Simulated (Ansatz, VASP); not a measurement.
# Ti: VASP beside Ansatz

```
Ti
1.0
    -1.62762    1.62762    1.79038
     1.62762   -1.62762    1.79038
     1.62762    1.62762   -1.79038
Ti
1
Direct
  0.00000 0.00000 0.00000
```

Change from the starting cell: engineering shear strain xy +0.0000, normal strain along z +0.1000.

Alike in both runs: task single point; functional PBE; k mesh 20 × 20 × 20; occupations gaussian, width 0.15 eV; no spin polarisation.

```csv
,VASP,Ansatz
version,VASP 6.6.1,Ansatz 0.2.0
potentials or method,"VASP PAW PBE potentials, release 64 (Ti_sv), cutoff 520 eV","scalar-relativistic, plane waves, PAW"
valence electrons in the cell,12,12
```

```csv
,VASP,Ansatz,Ansatz less VASP
gap on the k mesh at the Fermi level (eV),none,none,-
pressure (GPa),-8.5,-8.4,+0.15
"traceless stress, the component that is largest in VASP (GPa)",1.49,1.49,-0.001
```

A gap of «none» marks a metal or a gap that the smearing closes. The functional is the same, so the differences come from potentials, cutoffs and numerics.
